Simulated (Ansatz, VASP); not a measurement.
Two plane-wave programs on Cr

The input INCAR:

```
SYSTEM = Cr
PREC = Accurate
ENCUT = 520
EDIFF = 1E-6
ISMEAR = 0
SIGMA = 0.05
LREAL = .False.
LASPH = .True.
NELM = 150
ALGO = Fast
ISIF = 2
LWAVE = .False.
LCHARG = .True.
ISPIN = 2
MAGMOM = 0.05
LORBIT = 11
LMAXMIX = 4
GGA = PE
LELF = .True.
LVHAR = .True.
NBANDS = 16
```

The input KPOINTS:

```
Automatic mesh
0
Gamma
  10 10 10
  0 0 0
```

Contents of POSCAR:

```
Cr
1.0
   -1.4248379334      1.4248379334      1.4248379334
    1.4248379334     -1.4248379334      1.4248379334
    1.4248379334      1.4248379334     -1.4248379334
Cr
1
Direct
    0.0000000000      0.0000000000      0.0000000000
```

Input for Ansatz:

```yaml
crystal:
  lattice:
    - [-1.4248379334, 1.4248379334, 1.4248379334]
    - [1.4248379334, -1.4248379334, 1.4248379334]
    - [1.4248379334, 1.4248379334, -1.4248379334]
  atoms:
    - { symbol: Cr, position: [0.0, 0.0, 0.0], spin: 0.05 }
basis:
  ecutwfc: 420
  ecutrho_ratio: 4
kpoints:
  mp_grid: { grid: [10, 10, 10] }
hamiltonian:
  xc: pbe
scf:
  occupations: { method: gaussian, width: 0.05 }
output:
  forces: true
  stress: true
  eigenvalues: true
  populations: true
magnetization:
  spin_polarized: true
```

Alike in both runs: task single point; functional PBE; k mesh 10 × 10 × 10; occupations gaussian, width 0.05 eV; collinear spin.

|  | VASP | Ansatz |
| --- | --- | --- |
| version | VASP 6.6.1 | Ansatz 0.2.0 |
| potentials or method | VASP PAW PBE potentials, release 64 (Cr_pv), cutoff 520 eV | scalar-relativistic, plane waves, PAW |
| valence electrons in the cell | 12 | 14 |

VASP gave:

| Property | Result |
| --- | --- |
| gap on the k mesh at the Fermi level (eV) | none |
| pressure (GPa) | -0.5 |
| net moment per atom (μB) | 0.00 |

Q: Estimate Ansatz's values.

A: gap on the k mesh at the Fermi level (eV): none; pressure (GPa): 0.0; net moment per atom (μB): 0.00.

A gap of «none» marks a metal or a gap that the smearing closes. VASP's potentials hold 12 valence electrons a cell and Ansatz's 14, so a difference there can come from the potentials and not from the codes. Ansatz's warnings: seeded moment not kept.
